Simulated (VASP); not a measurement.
CdGe3: single point with PBE

CdGe3:

```xyz
4
Lattice="-2.1425 2.1425 4.7180 2.1425 -2.1425 4.7180 2.1425 2.1425 -4.7180" Properties=species:S:1:pos:R:3 pbc="T T T"
Cd    0.0000    0.0000    0.0000
Ge    0.0000    0.0000    4.7180
Ge    2.1425    0.0000    2.3590
Ge    0.0000    2.1425    2.3590
```

```
Program                : VASP 6.6.1
Task                   : single point
Functional             : PBE
Potentials or basis    : VASP PAW PBE potentials, release 64 (Cd, Ge_d)
Cutoff                 : 520 eV
k mesh                 : 9 × 9 × 9
Occupations            : fermi-dirac, width 0.05 eV
Spin                   : no spin polarisation
Dipole correction      : no
Further INCAR settings : ALGO = Normal; EDIFF = 1e-07; NBANDS = 35
```

```json
{
  "Pressure": "-2.6 GPa",
  "Band gap on the k mesh": "zero (band 27 reaches 6.65 eV, above the bottom of band 28 at 3.11 eV)"
}
```

Stress tensor (GPa, compression positive):
```
-2.93  0.00  0.00
 0.00 -2.93  0.00
 0.00  0.00 -1.97
```

Levels at points of the mesh, in eV from the Fermi level:
| k point | band 23 | band 24 | band 25 | band 26 | band 27 | band 28 | band 29 | band 30 | band 31 | band 32 |
| --- | --- | --- | --- | --- | --- | --- | --- | --- | --- | --- |
| (0.00, 0.00, 0.00) | -5.12 | -3.81 | -1.49 | -1.49 | -0.64 | -0.64 | -0.15 | 0.99 | 1.39 | 4.21 |

Wall time 3.7 min on 1 thread of Intel(R) Xeon(R) 6975P-C (Granite Rapids), with other jobs on the host, peak memory 0.36 GiB.
